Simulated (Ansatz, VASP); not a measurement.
# Na: VASP beside Ansatz

INCAR

```
SYSTEM = Na
PREC = Accurate
ENCUT = 520
EDIFF = 1E-6
ISMEAR = 0
SIGMA = 0.1
LREAL = .FALSE.
LASPH = .TRUE.
NELM = 80
ALGO = Fast
ISIF = 2
LWAVE = .FALSE.
LCHARG = .FALSE.
GGA = PS
NBANDS = 22
```

File KPOINTS:

```
regular mesh
0
G
  8 8 8
  0 0 0
```

POSCAR

```
Na
1.0
    5.3474399439      0.0000000000      0.0000000000
    0.0000000000      5.3474399439      0.0000000000
    0.0000000000      0.0000000000      5.3474399439
Na
4
Direct
    0.8706796309      0.1293203691      0.6293203691
    0.3706796309      0.3706796309      0.3706796309
    0.1293203691      0.6293203691      0.8706796309
    0.6293203691      0.8706796309      0.1293203691
```

Input for Ansatz:

```yaml
crystal:
  lattice:
    - [5.3474399439, 0.0, 0.0]
    - [0.0, 5.3474399439, 0.0]
    - [0.0, 0.0, 5.3474399439]
  atoms:
    - { symbol: Na, position: [0.8706796309, 0.1293203691, 0.6293203691] }
    - { symbol: Na, position: [0.3706796309, 0.3706796309, 0.3706796309] }
    - { symbol: Na, position: [0.1293203691, 0.6293203691, 0.8706796309] }
    - { symbol: Na, position: [0.6293203691, 0.8706796309, 0.1293203691] }
basis:
  ecutwfc: 420
kpoints:
  mp_grid: { grid: [8, 8, 8] }
hamiltonian:
  xc: pbesol
scf:
  occupations: { method: gaussian, width: 0.1 }
output:
  forces: true
  stress: true
  eigenvalues: true
  populations: true
```

Alike in both runs: task single point; functional PBEsol; k mesh 8 × 8 × 8; occupations gaussian, width 0.1 eV; no spin polarisation.

```csv
,VASP,Ansatz
version,VASP 6.6.1,Ansatz 0.2.0
potentials or method,"VASP PAW PBE potentials, release 64 (Na_pv), cutoff 520 eV","scalar-relativistic, plane waves, PAW"
valence electrons in the cell,28,36
```

```csv
,VASP,Ansatz,Ansatz less VASP
gap on the k mesh at the Fermi level (eV),none,none,-
pressure (GPa),0.7,0.8,+0.07
rms of the force components (eV/Å),0.018,0.018,-0.0006
```

VASP's potentials were made for PBE, not for PBEsol. Atom by atom the forces differ by 0.001 eV/Å (rms over components). A gap of «none» marks a metal or a gap that the smearing closes. The functional is the same, so the differences come from potentials, cutoffs and numerics. VASP's potentials hold 28 valence electrons a cell and Ansatz's 36, so a difference there can come from the potentials and not from the codes.
